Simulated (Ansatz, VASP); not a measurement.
## SrO: VASP beside Ansatz

Contents of INCAR:

```
SYSTEM = SrO
PREC = Accurate ; ENCUT = 600
EDIFF = 1E-6 ; ISMEAR = -1
SIGMA = 0.05 ; LREAL = .FALSE.
LASPH = .TRUE. ; NELM = 60
ALGO = Normal ; ISIF = 3
LWAVE = .FALSE. ; LCHARG = .FALSE.
GGA = RE ; IVDW = 13
IBRION = 2 ; NSW = 80
EDIFFG = -0.01
```

Contents of KPOINTS:

```
Automatic mesh
0
G
  9 9 9
  0 0 0
```

The input POSCAR:

```
SrO
1.0
    0.0000000000      2.5663000000      2.5663000000
    2.5663000000      0.0000000000      2.5663000000
    2.5663000000      2.5663000000      0.0000000000
Sr O
1 1
Direct
    0.5000000000      0.5000000000      0.5000000000
    0.0000000000      0.0000000000      0.0000000000
```

File input.yaml:

```yaml
crystal:
  lattice:
    - [0.0, 2.5663, 2.5663]
    - [2.5663, 0.0, 2.5663]
    - [2.5663, 2.5663, 0.0]
  atoms:
    - { symbol: Sr, position: [0.5, 0.5, 0.5] }
    - { symbol: O, position: [0.0, 0.0, 0.0] }
kpoints:
  mp_grid: { grid: [9, 9, 9] }
scf:
  occupations: { method: fermi_dirac, width: 0.05 }
hamiltonian:
  xc: revpbe
  dispersion: d4
  pseudopotentials: { kind: all_electron, lapw: { basis_error: 0.001 } }
output:
  forces: true
  stress: true
relax:
  f_tol: 0.01
  max_steps: 60
  cell: {}
```

Alike in both runs: task relaxation of cell and atoms; functional revPBE; dispersion D4; k mesh 9 × 9 × 9; occupations fermi-dirac, width 0.05 eV; no spin polarisation.

|  | VASP | Ansatz |
| --- | --- | --- |
| version | VASP 6.6.1 | Ansatz 0.2.0 |
| potentials or method | VASP PAW PBE potentials, release 64 (Sr_sv, O), cutoff 600 eV | all-electron LAPW, scalar-relativistic |

|  | VASP | Ansatz | Ansatz less VASP |
| --- | --- | --- | --- |
| relaxed volume (Å³/atom) | 17.50 | 17.40 | -0.096 |
| relaxed cell length with the largest relative difference (Å) | 3.671 | 3.665 | -0.0067 |

VASP's potentials were made for PBE, not for revPBE. Ansatz ran all-electron here, and VASP with PAW potentials.
